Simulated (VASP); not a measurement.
# CdSnBi2Te4 (I-42m) in VASP: further runs

The runs below take CdSnBi2Te4 through single point, with LDA, PBE.

Everything below comes from runs of VASP 6.6.1. Logs are shortened: lines on timing, memory, paths and dates and some standing lists are left out, and cuts for length are marked.

### Step 1. The cell of the first run

Symmetry: I-42m, No. 121, tetragonal system. Conventional cell: a = 7.634 Å, b = 7.634 Å, c = 7.611 Å, α = 90.00°, β = 90.00°, γ = 90.00°. Within 4.2 Å of Bi (site symmetry 222) lie 8 Te at 3.19 to 3.47 Å and 2 Bi at 3.81 Å and 2 Cd at 3.82 Å and 2 Sn at 3.82 Å. Cd (site symmetry -42m) has 8 Te at 2.86 to 3.74 Å and 2 Sn at 3.81 Å and 4 Bi at 3.82 Å within 3.9 Å. Within 4.2 Å of Sn (site symmetry -42m) lie 8 Te at 3.18 to 3.48 Å and 2 Cd at 3.81 Å and 4 Bi at 3.82 Å. Within 3.9 Å of Te (site symmetry m) lie 2 Cd at 2.86 to 3.74 Å and 2 Sn at 3.18 to 3.48 Å and 4 Bi at 3.19 to 3.47 Å and 6 Te at 3.87 to 3.88 Å.

### Step 2. Single point, LDA

Contents of INCAR:

```
SYSTEM = CdSnBi2Te4
ALGO = Normal
EDIFF = 1E-6
ENCUT = 520
ISIF = 2
ISMEAR = -1
LASPH = .TRUE.
LCHARG = .FALSE.
LREAL = .FALSE.
LWAVE = .FALSE.
NBANDS = 50
NELM = 100
PREC = Accurate
SIGMA = 0.1
```

Contents of KPOINTS:

```
Automatic mesh
0
Gamma
  4 4 4
  0.5 0.5 0.5
```

Contents of POSCAR:

```
CdSnBi2Te4
1.0
   -3.8169707131      3.8169707131      3.8056418889
    3.8169707131     -3.8169707131      3.8056418889
    3.8169707131      3.8169707131     -3.8056418889
Bi Cd Sn Te
2 1 1 4
Direct
    0.5000000000      0.0000000000      0.5000000000
    0.0000000000      0.5000000000      0.5000000000
    0.5000000000      0.5000000000      0.0000000000
    0.0000000000      0.0000000000      0.0000000000
    0.4992553458      0.4992553458      0.4328796093
    0.5007446542      0.9336242636      0.0000000000
    0.0663757364      0.0663757364      0.5671203907
    0.9336242636      0.5007446542      0.0000000000
```

Potentials or basis: VASP PAW LDA potentials, release 64 (Bi_d, Cd, Sn_d, Te).

The run is started by

```bash
cat potpaw_LDA.64/Bi_d/POTCAR potpaw_LDA.64/Cd/POTCAR potpaw_LDA.64/Sn_d/POTCAR potpaw_LDA.64/Te/POTCAR > POTCAR
mpirun -np 1 vasp_std > vasp.out
```

OUTCAR:

```text
SYSTEM = CdSnBi2Te4
   EDIFF = 1E-6
   ENCUT = 520
   ISIF = 2
   ISMEAR = -1
   LASPH = .TRUE.
   LREAL = .FALSE.
   NELM = 100
   PREC = Accurate

 ion  position               nearest neighbor table
   1  0.500  0.000  0.500-   5 3.19   6 3.19   8 3.19   7 3.19   7 3.47   8 3.47   6 3.47   5 3.47
                             2 3.81   2 3.81   3 3.82   4 3.82   4 3.82   3 3.82
   2  0.000  0.500  0.500-   5 3.19   8 3.19   6 3.19   7 3.19   7 3.47   6 3.47   8 3.47   5 3.47
                             1 3.81   1 3.81   3 3.82   4 3.82   3 3.82   4 3.82
   3  0.500  0.500  0.000-   5 2.86   7 2.86   6 2.86   8 2.86   1 3.82   2 3.82   1 3.82   2 3.82

   4  0.000  0.000  0.000-   7 3.18   5 3.18   6 3.18   8 3.18   6 3.48   8 3.48   5 3.48   7 3.48
                             2 3.82   2 3.82   1 3.82   1 3.82
   5  0.499  0.499  0.433-   3 2.86   4 3.18   2 3.19   1 3.19   1 3.47   2 3.47   4 3.48
   6  0.501  0.934  0.000-   3 2.86   4 3.18   1 3.19   2 3.19   2 3.47   1 3.47   4 3.48
   7  0.066  0.066  0.567-   3 2.86   4 3.18   1 3.19   2 3.19   2 3.47   1 3.47   4 3.48
   8  0.934  0.501  0.000-   3 2.86   4 3.18   2 3.19   1 3.19   1 3.47   2 3.47   4 3.48

  LATTYP: Found a body centered tetragonal cell.
 ALAT       =     7.6339414262
 C/A-ratio  =     0.9970319856

  Lattice vectors:

 A1 = (  -3.8169707131,   3.8169707131,   3.8056418889)
 A2 = (   3.8169707131,  -3.8169707131,   3.8056418889)
 A3 = (   3.8169707131,   3.8169707131,  -3.8056418889)

Analysis of symmetry for initial positions (statically):
=====================================================================
 Subroutine PRICEL returns:
 Original cell was already a primitive cell.

 Routine SETGRP: Setting up the symmetry group for a
 body centered tetragonal supercell.

 Subroutine GETGRP returns: Found  8 space group operations
 (whereof  8 operations were pure point group operations)
 out of a pool of 16 trial point group operations.

The static configuration has the point symmetry D_2d.

Analysis of symmetry for dynamics (positions and initial velocities):
=====================================================================
 Subroutine PRICEL returns:
 Original cell was already a primitive cell.

 Routine SETGRP: Setting up the symmetry group for a
 body centered tetragonal supercell.

 Subroutine GETGRP returns: Found  8 space group operations
 (whereof  8 operations were pure point group operations)
 out of a pool of 16 trial point group operations.

The dynamic configuration has the point symmetry D_2d.

 Subroutine INISYM returns: Found  8 space group operations
 (whereof  8 operations are pure point group operations),
 and found     1 'primitive' translations

----------------------------------------------------------------------------------------

                                     Primitive cell

  volume of cell :     221.7816

  direct lattice vectors                    reciprocal lattice vectors
    -3.816970713  3.816970713  3.805641889     0.000000000  0.130993931  0.131383881
     3.816970713 -3.816970713  3.805641889     0.130993931  0.000000000  0.131383881
     3.816970713  3.816970713 -3.805641889     0.130993931  0.130993931  0.000000000

  length of vectors
     6.604652984  6.604652984  6.604652984     0.185529335  0.185529335  0.185253394

  position of ions in fractional coordinates (direct lattice)
     0.500000000  0.000000000  0.500000000
     0.000000000  0.500000000  0.500000000
     0.500000000  0.500000000  0.000000000
     0.000000000  0.000000000  0.000000000
     0.499255346  0.499255346  0.432879609
     0.500744654  0.933624264  0.000000000
     0.066375736  0.066375736  0.567120391
     0.933624264  0.500744654  0.000000000

  ion indices of the primitive-cell ions
   primitive index   ion index
                 1           1
                 2           2
                 3           3
                 4           4
                 5           5
                 6           6
                 7           7
                 8           8

----------------------------------------------------------------------------------------

 KPOINTS: Automatic mesh

Automatic generation of k-mesh.
 Grid dimensions read from file:
 generate k-points for:    4    4    4

 Generating k-lattice:

  Cartesian coordinates                     Fractional coordinates (reciprocal lattice)
     0.000000000  0.032748483  0.032845970     0.250000000  0.000000000  0.000000000
     0.032748483  0.000000000  0.032845970     0.000000000  0.250000000  0.000000000
     0.032748483  0.032748483  0.000000000     0.000000000  0.000000000  0.250000000

  Length of vectors
     0.046382334  0.046382334  0.046313349

  Shift w.r.t. Gamma in fractional coordinates (k-lattice)
     0.500000000  0.500000000  0.500000000

 Subroutine IBZKPT returns following result:
 ===========================================

 Found     11 irreducible k-points:

 Following reciprocal coordinates:
            Coordinates               Weight
  0.125000  0.125000  0.125000      8.000000
  0.375000  0.125000  0.125000      8.000000
 -0.125000  0.125000  0.125000      4.000000
  0.375000  0.375000  0.125000      4.000000
 -0.375000  0.375000  0.125000      8.000000
 -0.125000  0.375000  0.125000      8.000000
 -0.375000 -0.375000  0.125000      8.000000
 -0.125000 -0.375000  0.125000      8.000000
 -0.125000 -0.125000  0.125000      2.000000
 -0.375000  0.375000  0.375000      4.000000
 -0.375000 -0.375000  0.375000      2.000000
   k-points           NKPTS =     11   k-points in BZ     NKDIM =     11   number of bands    NBANDS=     50
   number of dos      NEDOS =    301   number of ions     NIONS =      8
   total plane-waves  NPLWV = 125000
   dimension x,y,z NGX =    50 NGY =   50 NGZ =   50
   dimension x,y,z NGXF=   100 NGYF=  100 NGZF=  100
   ions per type =               2   1   1   4
   NGX,Y,Z   is equivalent  to a cutoff of  12.59, 12.59, 12.59 a.u.
   NGXF,Y,Z  is equivalent  to a cutoff of  25.17, 25.17, 25.17 a.u.
 SYSTEM =  CdSnBi2Te4
   PREC   = accura    normal or accurate (medium, high low for compatibility)
   ISTART =      0    job   : 0-new  1-cont  2-samecut
   ICHARG =      2    charge: 1-file 2-atom 10-const
   ISPIN  =      1    spin polarized calculation?
   LNONCOLLINEAR =      F non collinear calculations
   LSORBIT =      F    spin-orbit coupling
   LASPH  =      T    aspherical Exc in radial PAW
   ENCUT  =  520.0 eV  38.22 Ry    6.18 a.u.  12.28 12.28 12.28*2*pi/ulx,y,z
   NELM   =    100;   NELMIN=  2; NELMDL= -5     # of ELM steps
   EDIFF  = 0.1E-05   stopping-criterion for ELM
   LREAL  =      F    real-space projection
   EDIFFG = 0.1E-04   stopping-criterion for IOM
   NSW    =      0    number of steps for IOM
   IBRION =     -1    ionic relax: 0-MD 1-quasi-New 2-CG
   NFREE  =      0    steps in history (QN), initial steepest desc. (CG)
   ISIF   =      2    stress and relaxation
   ISYM   =      2    0-nonsym 1-usesym 2-fastsym
   POTIM  = 0.5000    time-step for ionic-motion
   TEBEG  =    0.0;   TEEND  =   0.0 temperature during run
   PSTRESS=    0.0 pullay stress
   NELECT =      80.0000    total number of electrons
   NUPDOWN=      -1.0000    fix difference up-down
   EMIN   =  10.00;   EMAX   =-10.00  energy-range for DOS
   EFERMI =   0.00;   METHOD = LEGACY
   ISMEAR =    -1;   SIGMA  =   0.10  broadening in eV -4-tet -1-fermi 0-gaus
   EFERMI_NEDOS =   21; number of points for ismear=-14 and -15
   IALGO  =     38    algorithm
   IMIX   =      4    mixing-type and parameters
     AMIX     =   0.40;   BMIX     =  1.00
     AMIX_MAG =   1.60;   BMIX_MAG =  1.00
  volume/ion in A,a.u.               =      27.72       187.08
  Fermi-wavevector in a.u.,A,eV,Ry     =   1.165368  2.202226 18.477825  1.358082
  Thomas-Fermi vector in A             =   2.301894
   LORBIT       =      0    0 simple, 1 ext, 2 COOP (PROOUT), +10 PAW based schemes
   GGA     = CA    functional components
   LHFCALC =     F    Hartree Fock is set to
   AEXX    =    0.0000 exact exchange contribution
   IVDW    =     0    specifies the selected vdW correction
   LEPSILON=     F    determine dielectric tensor
   LRPA    =     F    only Hartree local field effects (RPA)
 non-spin polarized calculation
  energy-cutoff  :      520.00
  volume of cell :      221.78
 maximum number of plane-waves:      5987
 NGX is ok and might be reduce to    50
   NGX = 25   NGY = 25   NGZ = 25

 number of electron      80.0000016 magnetization

 Free energy of the ion-electron system (eV)
  ---------------------------------------------------
  ext. energy  EPLUGINS =         0.00000000
  ---------------------------------------------------
  free energy    TOTEN  =       -31.14767958 eV

  energy without entropy =      -31.06891680  energy(sigma->0) =      -31.10829819

 E-fermi :   7.4535     XC(G=0): -10.4875

 val. band max:        7.2922083212   @ k =   0.3750   0.3750   0.1250
 cond. band min:       7.4582819565   @ k =   0.3750   0.1250   0.1250
 fundamental gap:      0.1660736353
 Fermi energy:         7.4534567059

 k-point     1 :       0.1250    0.1250    0.1250
  band No.  band energies     occupation
      1     -15.7976      2.00000
      2     -15.7882      2.00000
      3     -15.7873      2.00000
      4     -15.7791      2.00000
      5     -15.7745      2.00000
      6     -15.7738      2.00000
[... 42 lines left out ...]
     49      11.0515      0.00000
     50      11.9017      0.00000

 k-point     2 :       0.3750    0.1250    0.1250
  band No.  band energies     occupation
      1     -15.7838      2.00000
      2     -15.7827      2.00000
      3     -15.7785      2.00000
      4     -15.7784      2.00000
      5     -15.7764      2.00000
      6     -15.7764      2.00000
[... 469 lines left out ...]
 k-point    11 :      -0.3750   -0.3750    0.3750
  band No.  band energies     occupation
      1     -15.7971      2.00000
      2     -15.7867      2.00000
      3     -15.7867      2.00000
      4     -15.7773      2.00000
      5     -15.7757      2.00000
      6     -15.7747      2.00000
[... 42 lines left out ...]
     49       9.8458      0.00000
     50      11.5426      0.00000

------------------------ aborting loop because EDIFF is reached ----------------------------------------

  FORCE on cell =-STRESS in cart. coord.  units (eV):
  Direction    XX          YY          ZZ          XY          YZ          ZX
  --------------------------------------------------------------------------------------
  -------------------------------------------------------------------------------------
  Total        0.2093164      0.2093164      0.2106564      0.0000000      0.0000000      0.0000000
  in kB        1.5121270      1.5121270      1.5218074      0.0000000      0.0000000      0.0000000
  external PRESSURE =       1.5153538 kB  Pullay stress =       0.0000000 kB

 VOLUME and BASIS-vectors are now :
 -----------------------------------------------------------------------------
  energy-cutoff  :      520.00
  volume of cell :      221.78
      direct lattice vectors                 reciprocal lattice vectors
    -3.816970713  3.816970713  3.805641889     0.000000000  0.130993931  0.131383881
     3.816970713 -3.816970713  3.805641889     0.130993931  0.000000000  0.131383881
     3.816970713  3.816970713 -3.805641889     0.130993931  0.130993931  0.000000000

 POSITION                                       TOTAL-FORCE (eV/Angst)
 -----------------------------------------------------------------------------------
      0.00000      3.81697      0.00000        -0.000000     -0.000000      0.000000
      3.81697      0.00000      0.00000         0.000000     -0.000000      0.000000
      0.00000      0.00000      3.80564         0.000000     -0.000000      0.000000
      0.00000      0.00000      0.00000        -0.000000     -0.000000      0.000000
      1.65229      1.65229      2.15259         0.016958      0.016958     -0.016706
      1.65229     -1.65229      5.45869         0.016958     -0.016958      0.016706
      2.16468      2.16468     -1.65305        -0.016958     -0.016958     -0.016706
     -1.65229      1.65229      5.45869        -0.016958      0.016958      0.016706
 -----------------------------------------------------------------------------------
    total drift:                                0.000001      0.000001      0.000003

  FREE ENERGIE OF THE ION-ELECTRON SYSTEM (eV)
  ---------------------------------------------------
  free  energy   TOTEN  =       -31.1476795777 eV

  energy  without entropy=      -31.0689167991  energy(sigma->0) =      -31.10829819
```

Run time: 98 s. Hardware: 1 thread of Intel Xeon Platinum 8488C (Sapphire Rapids), shared host; peak memory 0.35 GiB.

What came out:

```yaml
Free_energy: -31.1477 eV
Pressure: 0.2 GPa
Largest_force: 0.029 eV/Å
Band_gap_on_the_k_mesh: zero (bands 40 and 41 overlap by 1.59 eV)
```

Forces on the atoms (eV/Å):
```
Bi   0.000  0.000  0.000
Bi   0.000  0.000  0.000
Cd   0.000  0.000  0.000
Sn   0.000  0.000  0.000
Te   0.017  0.017 -0.017
Te   0.017 -0.017  0.017
Te  -0.017 -0.017 -0.017
Te  -0.017  0.017  0.017
```

Caveat: spin-orbit coupling is left out, which moves the levels of the heavy elements.

(Continued in part 2 of 2.)
